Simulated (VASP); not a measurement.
Write the native input for VASP 6.6.1 that does the following.

| Quantity | Value |
| --- | --- |
| Task | relaxation of cell and atoms |
| Functional | PBE |
| Potentials or basis | VASP PAW PBE potentials, release 64 (C) |
| Cutoff | 600 eV |
| k mesh | 6 × 6 × 4 |
| Occupations | gaussian, width 0.1 eV |
| Spin | no spin polarisation |
| Dipole correction | no |
| Further INCAR settings | ALGO = Normal; EDIFF = 1e-06; IBRION = 2; EDIFFG = -0.04; NSW = 90; ISIF = 3 |

The structure of C lies in POSCAR:

```
C
1.0
    2.1411303600     -2.4126624700      0.0000000000
    2.1411303600      2.4126624700      0.0000000000
    0.0000000000      0.0000000000      4.2441822200
C
8
Direct
    0.7500000000      0.7500000000      0.8280935200
    0.7500000000      0.7500000000      0.1719064800
    0.2500000000      0.2500000000      0.8280935200
    0.2500000000      0.2500000000      0.1719064800
    0.9203786400      0.4203786400      0.3469239600
    0.0796213600      0.5796213600      0.6530760400
    0.5796213600      0.0796213600      0.3469239600
    0.4203786400      0.9203786400      0.6530760400
```

The cell was built from a structure type or drawn by symmetry, and may not be a known phase.

One way to write it, as run:

INCAR

```
  PREC = Accurate
  ENCUT = 600
  EDIFF = 1E-6
  ISMEAR = 0
  SIGMA = 0.1
  LREAL = False
  LASPH = True
  NELM = 80
  ALGO = Normal
  ISIF = 3
  LWAVE = False
  LCHARG = False
  GGA = PE
  IBRION = 2
  NSW = 90
  EDIFFG = -0.04
```

KPOINTS

```
Automatic mesh
0
Gamma
  6 6 4
```

Potentials or basis: VASP PAW PBE potentials, release 64 (C).

Command:

```console
$ cat potpaw_PBE.64/C/POTCAR > POTCAR
$ mpirun -np 1 vasp_std > vasp.out
```

Results of the run:

```json
{
  "Relaxed volume": "8.28 Å³/atom",
  "Relaxed cell": "a = 3.998 Å, b = 3.998 Å, c = 4.270 Å, α = 90.00°, β = 90.00°, γ = 75.99°",
  "Space group after relaxing (to 0.1 Å)": "P6/mmm (No. 191)",
  "Energy gained by relaxing": "804.8 meV/atom",
  "Ionic steps": "29",
  "Pressure after relaxing": "-0.2 GPa",
  "Largest force after relaxing": "0.025 eV/Å",
  "Band gap on the k mesh": "zero (bands 16 and 17 overlap by 1.20 eV)"
}
```

Caveat: the k points lie up to 0.37 Å⁻¹ apart in the final cell, too coarse for converged energies and pressures of a metal; the volume moved by over 15 % at a fixed basis, so the end points are rough; this functional lacks dispersion, which binds the layers, so the pressure and a relaxed spacing across them are unreliable.

Wall time 5.4 min on 1 thread of Intel(R) Xeon(R) 6975P-C (Granite Rapids) (shared host), peak memory 0.18 GiB.
